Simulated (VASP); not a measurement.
Input of a VASP 6.6.1 run:

File INCAR:

```
SYSTEM = CdSe
PREC     = Accurate       ! precision mode
ENCUT    = 520            ! plane-wave cutoff, eV
EDIFF    = 1E-6           ! SCF threshold, eV
ISMEAR   = 0              ! smearing method
SIGMA    = 0.1            ! smearing width, eV
LREAL    = .FALSE.        ! projectors in reciprocal space
LASPH    = .TRUE.         ! aspherical terms in the spheres
NELM     = 100            ! most SCF steps
ALGO     = Normal         ! electronic algorithm
ISIF     = 2              ! what is computed and relaxed
LWAVE    = .FALSE.        ! write WAVECAR
LCHARG   = .FALSE.        ! write CHGCAR
GGA      = PE             ! functional
NBANDS   = 16             ! bands
```

Contents of KPOINTS:

```
Automatic mesh
0
G
  6 6 6
  0 0 0
```

File POSCAR:

```
CdSe
1.0
    3.7063108700      0.0000000000      0.0000000000
    0.0000000000      3.7063108700      0.0000000000
    0.0000000000      0.0000000000      3.7063108700
Cd Se
1 1
Direct
    0.0000000000      0.0000000000      0.0000000000
    0.5000000000      0.5000000000      0.5000000000
```

Potentials or basis: VASP PAW PBE potentials, release 64 (Cd, Se).

Run with:

```bash
$ cat potpaw_PBE.64/Cd/POTCAR potpaw_PBE.64/Se/POTCAR > POTCAR
$ mpirun -np 1 vasp_std > vasp.out
```

Problem. Predict the band gap on the k mesh.

Solution. Zero (band 9 reaches 2.24 eV, above the bottom of band 10 at 1.26 eV).

Problem. Estimate the pressure.

Solution. -5.2 GPa.
